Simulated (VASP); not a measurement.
# BAs (F-43m) in VASP: further runs, part 2 of 2

VASP 6.6.1. The steps go on from the part before.

### Step 4. G0W0 quasiparticle levels, PBE

This run uses another cell than the first one, of 14.10 Å³/atom.

File POSCAR:

```
BAs
1.0
    0.0000000000      2.4157862801      2.4157862801
    2.4157862801      0.0000000000      2.4157862801
    2.4157862801      2.4157862801      0.0000000000
B As
1 1
Direct
    0.0000000000      0.0000000000      0.0000000000
    0.2500000000      0.2500000000      0.2500000000
```

File INCAR.step1:

```
SYSTEM = BAs
ALGO = Normal
EDIFF = 1E-8
ENCUT = 500
GGA = PE
ISMEAR = 0
LASPH = .True.
LCHARG = .False.
LREAL = .False.
LWAVE = .True.
NELM = 100
PREC = Accurate
SIGMA = 0.01
```

File INCAR.step2:

```
SYSTEM = BAs
ALGO = Exact
EDIFF = 1E-8
ENCUT = 500
GGA = PE
ISMEAR = 0
ISTART = 1
LASPH = .True.
LCHARG = .False.
LOPTICS = .True.
LREAL = .False.
LWAVE = .True.
NBANDS = 121
NELM = 1
PREC = Accurate
SIGMA = 0.01
```

File INCAR.step3:

```
SYSTEM = BAs
ALGO = EVGW0
EDIFF = 1E-8
ENCUT = 500
ENCUTGW = 150.0
GGA = PE
ISMEAR = 0
ISTART = 1
LASPH = .True.
LCHARG = .False.
LREAL = .False.
LWAVE = .False.
NBANDS = 121
NBANDSGW = 12
NELMGW = 1
NOMEGA = 96
OMEGAMAX = 20
PREC = Accurate
PRECFOCK = Fast
SIGMA = 0.01
```

File KPOINTS:

```
k-points
0
Gamma
  6 6 6
  0 0 0
```

Potentials or basis: VASP PAW PBE potentials, release 64 (B_GW, As_GW).

Run with:

```
$ cat potpaw_PBE.64/B_GW/POTCAR potpaw_PBE.64/As_GW/POTCAR > POTCAR
$ cp INCAR.step1 INCAR
$ mpirun -np 1 vasp_std > vasp.out
$ cp INCAR.step2 INCAR
$ mpirun -np 1 vasp_std > vasp.out
$ cp INCAR.step3 INCAR
$ mpirun -np 1 vasp_std > vasp.out
```

OUTCAR:

```text
SYSTEM = BAs
   EDIFF = 1E-8
   ENCUT = 500
   ENCUTGW = 150.0
   GGA = PE
   ISMEAR = 0
   ISTART = 1
   LASPH = .True.
   LREAL = .False.
   NELMGW = 1
   PREC = Accurate
   PRECFOCK = Fast

 ion  position               nearest neighbor table
   1  0.000  0.000  0.000-   2 2.09   2 2.09   2 2.09   2 2.09
   2  0.250  0.250  0.250-   1 2.09   1 2.09   1 2.09   1 2.09

  LATTYP: Found a face centered cubic cell.
 ALAT       =     4.8315725602

  Lattice vectors:

 A1 = (   0.0000000000,   2.4157862801,   2.4157862801)
 A2 = (   2.4157862801,   0.0000000000,   2.4157862801)
 A3 = (   2.4157862801,   2.4157862801,   0.0000000000)

Analysis of symmetry for initial positions (statically):
=====================================================================
 Subroutine PRICEL returns:
 Original cell was already a primitive cell.

 Routine SETGRP: Setting up the symmetry group for a
 face centered cubic supercell.

 Subroutine GETGRP returns: Found 24 space group operations
 (whereof 24 operations were pure point group operations)
 out of a pool of 48 trial point group operations.

The static configuration has the point symmetry T_d .

Analysis of symmetry for dynamics (positions and initial velocities):
=====================================================================
 Subroutine PRICEL returns:
 Original cell was already a primitive cell.

 Routine SETGRP: Setting up the symmetry group for a
 face centered cubic supercell.

 Subroutine GETGRP returns: Found 24 space group operations
 (whereof 24 operations were pure point group operations)
 out of a pool of 48 trial point group operations.

The dynamic configuration has the point symmetry T_d .

 Subroutine INISYM returns: Found 24 space group operations
 (whereof 24 operations are pure point group operations),
 and found     1 'primitive' translations

----------------------------------------------------------------------------------------

                                     Primitive cell

  volume of cell :      28.1972

  direct lattice vectors                    reciprocal lattice vectors
     0.000000000  2.415786280  2.415786280    -0.206971951  0.206971951  0.206971951
     2.415786280  0.000000000  2.415786280     0.206971951 -0.206971951  0.206971951
     2.415786280  2.415786280  0.000000000     0.206971951  0.206971951 -0.206971951

  length of vectors
     3.416437721  3.416437721  3.416437721     0.358485935  0.358485935  0.358485935

  position of ions in fractional coordinates (direct lattice)
     0.000000000  0.000000000  0.000000000
     0.250000000  0.250000000  0.250000000

  ion indices of the primitive-cell ions
   primitive index   ion index
                 1           1
                 2           2

----------------------------------------------------------------------------------------

 KPOINTS: k-points

Automatic generation of k-mesh.
 Grid dimensions read from file:
 generate k-points for:    6    6    6

 Generating k-lattice:

  Cartesian coordinates                     Fractional coordinates (reciprocal lattice)
    -0.034495325  0.034495325  0.034495325     0.166666667  0.000000000  0.000000000
     0.034495325 -0.034495325  0.034495325     0.000000000  0.166666667  0.000000000
     0.034495325  0.034495325 -0.034495325     0.000000000  0.000000000  0.166666667

  Length of vectors
     0.059747656  0.059747656  0.059747656

  Shift w.r.t. Gamma in fractional coordinates (k-lattice)
     0.000000000  0.000000000  0.000000000

 Subroutine IBZKPT returns following result:
 ===========================================

 Found     16 irreducible k-points:

 Following reciprocal coordinates:
            Coordinates               Weight
  0.000000  0.000000  0.000000      1.000000
  0.166667  0.000000  0.000000      8.000000
  0.333333  0.000000  0.000000      8.000000
  0.500000  0.000000  0.000000      4.000000
  0.166667  0.166667  0.000000      6.000000
  0.333333  0.166667  0.000000     24.000000
[... 8 lines left out ...]
 -0.333333  0.333333  0.166667     24.000000
 -0.333333  0.500000  0.166667     12.000000
   k-points           NKPTS =     16   k-points in BZ     NKDIM =    216   number of bands    NBANDS=    121
   number of dos      NEDOS =    301   number of ions     NIONS =      2
   total plane-waves  NPLWV =  21952
   dimension x,y,z NGX =    28 NGY =   28 NGZ =   28
   dimension x,y,z NGXF=    56 NGYF=   56 NGZF=   56
   ions per type =               1   1
   NGX,Y,Z   is equivalent  to a cutoff of  13.62, 13.62, 13.62 a.u.
   NGXF,Y,Z  is equivalent  to a cutoff of  27.25, 27.25, 27.25 a.u.
 SYSTEM =  BAs
   PREC   = accura    normal or accurate (medium, high low for compatibility)
   ISTART =      1    job   : 0-new  1-cont  2-samecut
   ICHARG =      0    charge: 1-file 2-atom 10-const
   ISPIN  =      1    spin polarized calculation?
   LNONCOLLINEAR =      F non collinear calculations
   LSORBIT =      F    spin-orbit coupling
   LASPH  =      T    aspherical Exc in radial PAW
   ENCUT  =  500.0 eV  36.75 Ry    6.06 a.u.   6.23  6.23  6.23*2*pi/ulx,y,z
   NELM   =     60;   NELMIN=  2; NELMDL=  0     # of ELM steps
   EDIFF  = 0.1E-07   stopping-criterion for ELM
   LREAL  =      F    real-space projection
   EDIFFG = 0.1E-06   stopping-criterion for IOM
   NSW    =      0    number of steps for IOM
   IBRION =     -1    ionic relax: 0-MD 1-quasi-New 2-CG
   NFREE  =      0    steps in history (QN), initial steepest desc. (CG)
   ISIF   =      0    stress and relaxation
   ISYM   =      3    0-nonsym 1-usesym 2-fastsym
   POTIM  = 0.5000    time-step for ionic-motion
   TEBEG  =    0.0;   TEEND  =   0.0 temperature during run
   PSTRESS=    0.0 pullay stress
   NELECT =       8.0000    total number of electrons
   NUPDOWN=      -1.0000    fix difference up-down
   EMIN   =  10.00;   EMAX   =-10.00  energy-range for DOS
   EFERMI =   0.00;   METHOD = LEGACY
   ISMEAR =     0;   SIGMA  =   0.01  broadening in eV -4-tet -1-fermi 0-gaus
   EFERMI_NEDOS =   21; number of points for ismear=-14 and -15
   IALGO  =     38    algorithm
   IMIX   =      4    mixing-type and parameters
     AMIX     =   0.40;   BMIX     =  1.00
     AMIX_MAG =   1.60;   BMIX_MAG =  1.00
  volume/ion in A,a.u.               =      14.10        95.14
  Fermi-wavevector in a.u.,A,eV,Ry     =   1.075729  2.032834 15.744573  1.157193
  Thomas-Fermi vector in A             =   2.211594
   LORBIT       =      0    0 simple, 1 ext, 2 COOP (PROOUT), +10 PAW based schemes
   GGA     = PE    functional components
   LHFCALC =     T    Hartree Fock is set to
   PRECFOCK=fast      Normal, Fast or Accurate (Low or Medium for compatibility)
   ENCUT4O =  -1.0   cutoff for four orbital integrals eV
   NKREDX  =     1    reduce k-point grid by
   NKREDY  =     1    reduce k-point grid by
   NKREDZ  =     1    reduce k-point grid by
   AEXX    =    1.0000 exact exchange contribution
   HFSCREEN=    0.0000 screening length (either q_TF or 0.3 A-1)
   HFSCREENC=   0.0000 screening length for correlation (either q_TF or 0.3 A-1)
   ENCUTFOCK=  -1.0 apply spherical cutoff to Coloumb kernel
   IVDW    =     0    specifies the selected vdW correction
   LEPSILON=     F    determine dielectric tensor
   LRPA    =     F    only Hartree local field effects (RPA)
   LRPAFORCE           =     F    calculate RPA forces
   ENCUTGW             = 150.0    cutoff for response function in eV
   ENCUTGWSOFT         = 120.0    soft cutoff for Coulomb kernel in GW response function in eV
   ENCUTLF             =  -1.0    cutoff for local field effects
   NELMGW              =     1    number of iterations in solving QP/BSE equation
   NELMHF              =     1    number of iterations in the inner HF iteration
   NKREDLFX            =     1    NKREDLFY  =   1   NKREDLFZ  =   1
 non-spin polarized calculation
 Gauss-broadening in eV      SIGMA  =   0.01
  energy-cutoff  :      500.00
  volume of cell :       28.20
 maximum number of plane-waves:       725
 NGX is ok and might be reduce to    28
  NGX = 16; NGY = 16; NGZ = 16
   NGX = 13   NGY = 13   NGZ = 13
 maximum number of plane-waves:       127

 QP shifts <psi_nk| G(iteration)W_0 |psi_nk>: iteration 1
 for sc-GW calculations column KS-energies equals QP-energies in previous step
 and V_xc(KS)=  KS-energies - (<T + V_ion + V_H > + <T+V_H+V_ion>^1  + <V_x>^1)

 k-point   1 :       0.0000    0.0000    0.0000
  band No.  KS-energies  QP-energies   sigma(KS)   V_xc(KS)     V^pw_x(r,r')   Z            occupation Imag(sigma)

      1      -9.3017      -9.9787     -12.5676     -11.5863     -19.4506       0.6898       2.0000       1.1165
      2       5.7977       5.2775     -13.1540     -12.4927     -13.8795       0.7867       2.0000       0.0201
      3       5.7977       5.2775     -13.1540     -12.4927     -13.8795       0.7867       2.0000       0.0201
      4       5.7977       5.2775     -13.1540     -12.4927     -13.8795       0.7867       2.0000       0.0201
      5       9.0292       9.3152     -10.9355     -11.3006      -6.6760       0.7833       0.0000      -0.0565
      6       9.0292       9.3152     -10.9355     -11.3006      -6.6760       0.7833       0.0000      -0.0565
      7       9.0292       9.3152     -10.9355     -11.3006      -6.6760       0.7833       0.0000      -0.0565
      8      10.0303      10.5619     -11.8645     -12.5650      -6.7761       0.7589       0.0000      -0.0761
      9      15.2052      15.1724      -8.8375      -8.7954      -3.0482       0.7774       0.0000      -0.2249
     10      18.6099      18.6208     -10.2839     -10.2980      -4.3184       0.7735       0.0000      -0.3201
     11      18.6099      18.6208     -10.2839     -10.2980      -4.3184       0.7735       0.0000      -0.3201
     12      20.0318      19.9995      -8.9498      -8.9080      -2.4706       0.7733       0.0000      -0.4524
[... 228 lines left out ...]
      1      -5.1806      -5.6869     -12.9571     -12.2614     -18.1577       0.7277       2.0000       0.5749
      2      -2.2447      -2.9835     -12.9600     -11.9190     -17.3371       0.7097       2.0000       0.3031
      3       0.8301       0.1425     -12.1205     -11.2024     -14.5963       0.7489       2.0000       0.0758
      4       1.0235       0.3387     -12.1496     -11.2382     -14.5479       0.7513       2.0000       0.0718
      5       9.5546       9.6412     -10.3618     -10.4728      -5.6779       0.7804       0.0000      -0.0678
      6       9.7143       9.9605     -10.4075     -10.7232      -5.6646       0.7798       0.0000      -0.0690
      7      14.2233      14.4725     -11.1286     -11.4648      -4.9168       0.7414       0.0000      -0.2144
      8      14.4704      14.7665     -10.8794     -11.2743      -4.7807       0.7496       0.0000      -0.2160
      9      17.8248      18.0653     -11.3180     -11.6457      -4.1250       0.7339       0.0000      -0.4632
     10      21.0250      21.2572     -11.2634     -11.5728      -4.1202       0.7505       0.0000      -0.7066
     11      21.3825      21.3908     -10.3445     -10.3554      -3.3258       0.7539       0.0000      -0.6211
     12      24.1607      24.3406     -10.5717     -10.8127      -3.4087       0.7466       0.0000      -0.8782
```

It took 3 min on 1 thread of Intel Xeon 6975P-C (Granite Rapids), shared host; peak memory 0.56 GiB.

What came out:

```yaml
Quasiparticle_gap: 1.90 eV
Least_direct_quasiparticle_gap: 4.04 eV
Band_gap_of_the_starting_levels_on_the_mesh: 1.30 eV
Least_direct_gap_of_the_starting_levels_on_the_mesh: 3.23 eV
```

Caveat: the k points lie up to 0.38 Å⁻¹ apart; bands, screening cutoff and mesh are small and nothing is extrapolated, so the quasiparticle values aren't converged.
